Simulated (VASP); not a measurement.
# InAs (F-43m) in VASP: notebook

Runs on InAs. Level: LDA. Tasks: single point.

All numbers are computed with VASP 6.6.1; they aren't measurements. Logs are shortened: lines on timing, memory, paths and dates and some standing lists are left out, and cuts for length are marked.

## Step 1: The cell of the first run

It takes space group F-43m (No. 216, cubic). Conventional cell: a = 6.115 Å, b = 6.115 Å, c = 6.115 Å, α = 90.00°, β = 90.00°, γ = 90.00°. Within 3.5 Å of In (site symmetry -43m) lie 4 As at 2.65 Å. Within 3.5 Å of As (site symmetry -43m) lie 4 In at 2.65 Å.

## Step 2: Single point, LDA

File INCAR:

```
SYSTEM = InAs
  ALGO = Normal
  EDIFF = 1E-6
  ENCUT = 510
  GGA = CA
  GGA_COMPAT = .False.
  ISIF = 2
  ISMEAR = -1
  LASPH = .True.
  LCHARG = .False.
  LREAL = .False.
  LWAVE = .False.
  NBANDS = 21
  NELM = 120
  PREC = Accurate
  SIGMA = 0.05
```

File KPOINTS:

```
k-points
0
Gamma
  8 8 8
  0 0 0
```

File POSCAR:

```
InAs
1.0
    0.0000000000      3.0577150807      3.0577150807
    3.0577150807      0.0000000000      3.0577150807
    3.0577150807      3.0577150807      0.0000000000
In As
1 1
Direct
    0.0000000000      0.0000000000      0.0000000000
    0.7500000000      0.7500000000      0.7500000000
```

Potentials or basis: VASP PAW LDA potentials, release 64 (In_d, As_d).

Command:

```console
cat potpaw_LDA.64/In_d/POTCAR potpaw_LDA.64/As_d/POTCAR > POTCAR
mpirun -np 1 vasp_std > vasp.out
```

OUTCAR:

```text
SYSTEM = InAs
   EDIFF = 1E-6
   ENCUT = 510
   GGA = CA
   ISIF = 2
   ISMEAR = -1
   LASPH = .True.
   LREAL = .False.
   NELM = 120
   PREC = Accurate

 ion  position               nearest neighbor table
   1  0.000  0.000  0.000-   2 2.65   2 2.65   2 2.65   2 2.65
   2  0.750  0.750  0.750-   1 2.65   1 2.65   1 2.65   1 2.65

  LATTYP: Found a face centered cubic cell.
 ALAT       =     6.1154301614

  Lattice vectors:

 A1 = (   0.0000000000,   3.0577150807,   3.0577150807)
 A2 = (   3.0577150807,   0.0000000000,   3.0577150807)
 A3 = (   3.0577150807,   3.0577150807,   0.0000000000)

Analysis of symmetry for initial positions (statically):
=====================================================================
 Subroutine PRICEL returns:
 Original cell was already a primitive cell.

 Routine SETGRP: Setting up the symmetry group for a
 face centered cubic supercell.

 Subroutine GETGRP returns: Found 24 space group operations
 (whereof 24 operations were pure point group operations)
 out of a pool of 48 trial point group operations.

The static configuration has the point symmetry T_d .

Analysis of symmetry for dynamics (positions and initial velocities):
=====================================================================
 Subroutine PRICEL returns:
 Original cell was already a primitive cell.

 Routine SETGRP: Setting up the symmetry group for a
 face centered cubic supercell.

 Subroutine GETGRP returns: Found 24 space group operations
 (whereof 24 operations were pure point group operations)
 out of a pool of 48 trial point group operations.

The dynamic configuration has the point symmetry T_d .

 Subroutine INISYM returns: Found 24 space group operations
 (whereof 24 operations are pure point group operations),
 and found     1 'primitive' translations

----------------------------------------------------------------------------------------

                                     Primitive cell

  volume of cell :      57.1770

  direct lattice vectors                    reciprocal lattice vectors
     0.000000000  3.057715081  3.057715081    -0.163520795  0.163520795  0.163520795
     3.057715081  0.000000000  3.057715081     0.163520795 -0.163520795  0.163520795
     3.057715081  3.057715081  0.000000000     0.163520795  0.163520795 -0.163520795

  length of vectors
     4.324262137  4.324262137  4.324262137     0.283226325  0.283226325  0.283226325

  position of ions in fractional coordinates (direct lattice)
     0.000000000  0.000000000  0.000000000
     0.750000000  0.750000000  0.750000000

  ion indices of the primitive-cell ions
   primitive index   ion index
                 1           1
                 2           2

----------------------------------------------------------------------------------------

 KPOINTS: k-points

Automatic generation of k-mesh.
 Grid dimensions read from file:
 generate k-points for:    8    8    8

 Generating k-lattice:

  Cartesian coordinates                     Fractional coordinates (reciprocal lattice)
    -0.020440099  0.020440099  0.020440099     0.125000000  0.000000000  0.000000000
     0.020440099 -0.020440099  0.020440099     0.000000000  0.125000000  0.000000000
     0.020440099  0.020440099 -0.020440099     0.000000000  0.000000000  0.125000000

  Length of vectors
     0.035403291  0.035403291  0.035403291

  Shift w.r.t. Gamma in fractional coordinates (k-lattice)
     0.000000000  0.000000000  0.000000000

 Subroutine IBZKPT returns following result:
 ===========================================

 Found     29 irreducible k-points:

 Following reciprocal coordinates:
            Coordinates               Weight
  0.000000  0.000000  0.000000      1.000000
  0.125000  0.000000  0.000000      8.000000
  0.250000  0.000000  0.000000      8.000000
  0.375000  0.000000  0.000000      8.000000
  0.500000  0.000000  0.000000      4.000000
  0.125000  0.125000  0.000000      6.000000
[... 16 lines left out ...]
  0.500000  0.250000  0.125000     48.000000
 -0.375000  0.250000  0.125000     24.000000
 [... further k-points ...]
   k-points           NKPTS =     29   k-points in BZ     NKDIM =     29   number of bands    NBANDS=     21
   number of dos      NEDOS =    301   number of ions     NIONS =      2
   total plane-waves  NPLWV =  32768
   dimension x,y,z NGX =    32 NGY =   32 NGZ =   32
   dimension x,y,z NGXF=    64 NGYF=   64 NGZF=   64
   ions per type =               1   1
   NGX,Y,Z   is equivalent  to a cutoff of  12.30, 12.30, 12.30 a.u.
   NGXF,Y,Z  is equivalent  to a cutoff of  24.60, 24.60, 24.60 a.u.
 SYSTEM =  InAs
   PREC   = accura    normal or accurate (medium, high low for compatibility)
   ISTART =      0    job   : 0-new  1-cont  2-samecut
   ICHARG =      2    charge: 1-file 2-atom 10-const
   ISPIN  =      1    spin polarized calculation?
   LNONCOLLINEAR =      F non collinear calculations
   LSORBIT =      F    spin-orbit coupling
   LASPH  =      T    aspherical Exc in radial PAW
   ENCUT  =  510.0 eV  37.48 Ry    6.12 a.u.   7.96  7.96  7.96*2*pi/ulx,y,z
   NELM   =    120;   NELMIN=  2; NELMDL= -5     # of ELM steps
   EDIFF  = 0.1E-05   stopping-criterion for ELM
   LREAL  =      F    real-space projection
   EDIFFG = 0.1E-04   stopping-criterion for IOM
   NSW    =      0    number of steps for IOM
   IBRION =     -1    ionic relax: 0-MD 1-quasi-New 2-CG
   NFREE  =      0    steps in history (QN), initial steepest desc. (CG)
   ISIF   =      2    stress and relaxation
   ISYM   =      2    0-nonsym 1-usesym 2-fastsym
   POTIM  = 0.5000    time-step for ionic-motion
   TEBEG  =    0.0;   TEEND  =   0.0 temperature during run
   PSTRESS=    0.0 pullay stress
   NELECT =      28.0000    total number of electrons
   NUPDOWN=      -1.0000    fix difference up-down
   EMIN   =  10.00;   EMAX   =-10.00  energy-range for DOS
   EFERMI =   0.00;   METHOD = LEGACY
   ISMEAR =    -1;   SIGMA  =   0.05  broadening in eV -4-tet -1-fermi 0-gaus
   EFERMI_NEDOS =   21; number of points for ismear=-14 and -15
   IALGO  =     38    algorithm
   IMIX   =      4    mixing-type and parameters
     AMIX     =   0.40;   BMIX     =  1.00
     AMIX_MAG =   1.60;   BMIX_MAG =  1.00
  volume/ion in A,a.u.               =      28.59       192.92
  Fermi-wavevector in a.u.,A,eV,Ry     =   1.290389  2.438481 22.655096  1.665103
  Thomas-Fermi vector in A             =   2.422223
   LORBIT       =      0    0 simple, 1 ext, 2 COOP (PROOUT), +10 PAW based schemes
   GGA     = CA    functional components
   LHFCALC =     F    Hartree Fock is set to
   AEXX    =    0.0000 exact exchange contribution
   IVDW    =     0    specifies the selected vdW correction
   LEPSILON=     F    determine dielectric tensor
   LRPA    =     F    only Hartree local field effects (RPA)
 non-spin polarized calculation
  energy-cutoff  :      510.00
  volume of cell :       57.18
 maximum number of plane-waves:      1524
   NGX = 15   NGY = 15   NGZ = 15

 number of electron      27.9999999 magnetization

 Free energy of the ion-electron system (eV)
  ---------------------------------------------------
  ext. energy  EPLUGINS =         0.00000000
  ---------------------------------------------------
  free energy    TOTEN  =        -9.00926352 eV

  energy without entropy =       -9.00870378  energy(sigma->0) =       -9.00898365

 E-fermi :   3.4045     XC(G=0):  -9.5797

 val. band max:        3.3549009496   @ k =   0.0000   0.0000   0.0000
 cond. band min:       4.0911326142   @ k =   0.5000   0.0000   0.0000
 fundamental gap:      0.7362316646
 Fermi energy:         3.4045059238

 k-point     1 :       0.0000    0.0000    0.0000
  band No.  band energies     occupation
      1     -31.7585      2.00000
      2     -31.7585      2.00000
      3     -31.7585      2.00000
      4     -31.7509      2.00000
      5     -31.7509      2.00000
      6     -10.9305      2.00000
[... 13 lines left out ...]
     20      13.0301      0.00000
     21      13.0301      0.00000

 k-point     2 :       0.1250    0.0000    0.0000
  band No.  band energies     occupation
      1     -31.7585      2.00000
      2     -31.7585      2.00000
      3     -31.7585      2.00000
      4     -31.7509      2.00000
      5     -31.7509      2.00000
      6     -10.9486      2.00000
[... 13 lines left out ...]
     20      12.1109      0.00000
     21      12.1109      0.00000

 k-point     3 :       0.2500    0.0000    0.0000
  band No.  band energies     occupation
      1     -31.7585      2.00000
      2     -31.7584      2.00000
      3     -31.7584      2.00000
      4     -31.7509      2.00000
      5     -31.7509      2.00000
      6     -10.9898      2.00000
[... 13 lines left out ...]
     20      11.8588      0.00000
     21      11.8588      0.00000

 k-point     4 :       0.3750    0.0000    0.0000
  band No.  band energies     occupation
      1     -31.7585      2.00000
      2     -31.7583      2.00000
      3     -31.7583      2.00000
      4     -31.7508      2.00000
      5     -31.7508      2.00000
      6     -11.0279      2.00000
[... 13 lines left out ...]
     20      12.7591      0.00000
     21      12.7591      0.00000

 k-point     5 :       0.5000    0.0000    0.0000
  band No.  band energies     occupation
      1     -31.7585      2.00000
      2     -31.7583      2.00000
      3     -31.7583      2.00000
      4     -31.7508      2.00000
      5     -31.7508      2.00000
      6     -11.0430      2.00000
[... 13 lines left out ...]
     20      13.9582      0.00000
     21      13.9582      0.00000
[... 382 lines left out ...]
     20      14.9166      0.00000
     21      15.1437      0.00000

 k-point    22 :       0.3750    0.2500    0.1250
  band No.  band energies     occupation
      1     -31.7586      2.00000
      2     -31.7583      2.00000
      3     -31.7583      2.00000
      4     -31.7509      2.00000
      5     -31.7507      2.00000
      6     -11.0243      2.00000
[... 13 lines left out ...]
     20      13.3263      0.00000
     21      13.8398      0.00000

 k-point    23 :       0.5000    0.2500    0.1250
  band No.  band energies     occupation
      1     -31.7585      2.00000
      2     -31.7583      2.00000
      3     -31.7582      2.00000
      4     -31.7509      2.00000
      5     -31.7507      2.00000
      6     -11.0490      2.00000
[... 13 lines left out ...]
     20      13.4182      0.00000
     21      14.2462      0.00000

 k-point    24 :      -0.3750    0.2500    0.1250
  band No.  band energies     occupation
      1     -31.7585      2.00000
      2     -31.7584      2.00000
      3     -31.7582      2.00000
      4     -31.7508      2.00000
      5     -31.7507      2.00000
      6     -11.0583      2.00000
[... 13 lines left out ...]
     20      13.5791      0.00000
     21      14.2338      0.00000

 [... further k-points ...]

------------------------ aborting loop because EDIFF is reached ----------------------------------------

  FORCE on cell =-STRESS in cart. coord.  units (eV):
  Direction    XX          YY          ZZ          XY          YZ          ZX
  --------------------------------------------------------------------------------------
  -------------------------------------------------------------------------------------
  Total       -0.8162138     -0.8162138     -0.8162138      0.0000000     -0.0000000     -0.0000000
  in kB      -22.8714381    -22.8714381    -22.8714381      0.0000000     -0.0000000     -0.0000000
  external PRESSURE =     -22.8714381 kB  Pullay stress =       0.0000000 kB

 VOLUME and BASIS-vectors are now :
 -----------------------------------------------------------------------------
  energy-cutoff  :      510.00
  volume of cell :       57.18
      direct lattice vectors                 reciprocal lattice vectors
     0.000000000  3.057715081  3.057715081    -0.163520795  0.163520795  0.163520795
     3.057715081  0.000000000  3.057715081     0.163520795 -0.163520795  0.163520795
     3.057715081  3.057715081  0.000000000     0.163520795  0.163520795 -0.163520795

 POSITION                                       TOTAL-FORCE (eV/Angst)
 -----------------------------------------------------------------------------------
      0.00000      0.00000      0.00000        -0.000000     -0.000000     -0.000000
      4.58657      4.58657      4.58657         0.000000      0.000000      0.000000
 -----------------------------------------------------------------------------------
    total drift:                               -0.000000     -0.000000     -0.000000

  FREE ENERGIE OF THE ION-ELECTRON SYSTEM (eV)
  ---------------------------------------------------
  free  energy   TOTEN  =        -9.0092635225 eV

  energy  without entropy=       -9.0087037752  energy(sigma->0) =       -9.00898365
```

Wall time 21 s (1 thread of Intel Xeon Platinum 8259CL at 2.50GHz (Skylake/Cascade Lake), shared host); peak memory 0.17 GiB.

Results:

```
Free energy            : -9.0093 eV
Pressure               : -2.3 GPa
Band gap on the k mesh : zero (filled and empty bands touch)
```

Levels at points of the mesh, in eV from the Fermi level:
| k point | band 11 | band 12 | band 13 | band 14 | band 15 | band 16 | band 17 | band 18 |
| --- | --- | --- | --- | --- | --- | --- | --- | --- |
| (0.00, 0.00, 0.00) | -11.75 | -0.62 | -0.05 | -0.05 | -0.05 | 3.76 | 3.76 | 3.76 |
| (0.50, 0.00, 0.00) | -10.38 | -5.72 | -1.00 | -1.00 | 0.69 | 4.54 | 4.54 | 6.59 |
| (0.50, 0.50, 0.00) | -9.87 | -5.82 | -2.28 | -2.28 | 1.43 | 1.90 | 8.74 | 8.85 |

Caveat: semilocal functionals underestimate gaps, and a narrow one can read as zero; spin-orbit coupling is left out, which moves the levels of the heavy elements.

(Part 1 of 2 ends here.)

The gap in the log of VASP goes by the Fermi energy; the results here count the filled bands.